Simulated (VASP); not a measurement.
Input of a VASP 6.6.1 run:

The input POSCAR:

```
BiTe
1.0
    0.0040437500      3.2350000000      3.2350000000
    3.2350000000      0.0040437500      3.2350000000
    3.2390437500      3.2390437500      0.0000000000
Bi Te
1 1
Direct
    0.0000000000      0.0000000000      0.0000000000
    0.5000000000      0.5000000000      0.5000000000
```

INCAR.step1

```
SYSTEM = BiTe
PREC     = Accurate       ! precision mode
ENCUT    = 520            ! plane-wave cutoff, eV
ISMEAR   = 0              ! smearing method
SIGMA    = 0.15           ! smearing width, eV
LREAL    = .False.        ! projectors in reciprocal space
LASPH    = .True.         ! aspherical terms in the spheres
NELM     = 60             ! most SCF steps
NBANDS   = 18             ! bands
GGA      = PE             ! functional
ALGO     = Normal         ! electronic algorithm
EDIFF    = 1E-4           ! SCF threshold, eV
LWAVE    = .True.         ! write WAVECAR
LCHARG   = .False.        ! write CHGCAR
```

The input INCAR.step2:

```
SYSTEM = BiTe
PREC     = Accurate       ! precision mode
ENCUT    = 520            ! plane-wave cutoff, eV
EDIFF    = 1E-6           ! SCF threshold, eV
ISMEAR   = 0              ! smearing method
SIGMA    = 0.15           ! smearing width, eV
LREAL    = .False.        ! projectors in reciprocal space
LASPH    = .True.         ! aspherical terms in the spheres
NELM     = 60             ! most SCF steps
ALGO     = Normal         ! electronic algorithm
ISIF     = 2              ! what is computed and relaxed
LWAVE    = .False.        ! write WAVECAR
LCHARG   = .False.        ! write CHGCAR
METAGGA  = R2SCAN         ! meta-GGA
LMIXTAU  = .True.       
NBANDS   = 18             ! bands
ISTART   = 1
```

KPOINTS

```
Automatic mesh
0
Gamma
  14 14 14
  0 0 0
```

Potentials or basis: VASP PAW PBE potentials, release 64 (Bi_d, Te).

Run with:

```console
$ cat potpaw_PBE.64/Bi_d/POTCAR potpaw_PBE.64/Te/POTCAR > POTCAR
$ cp INCAR.step1 INCAR
$ mpirun -np 1 vasp_std > vasp.out
$ cp INCAR.step2 INCAR
$ mpirun -np 1 vasp_std > vasp.out
```

Question: Estimate the pressure.

Answer: 0.0 GPa.

Caveat: the cell differs from its parent crystal (strain +0.0025 x Voigt [0, 0, 0, 0, 0, 1]); the PAW data sets were made with another functional, which shifts forces and pressure a little.
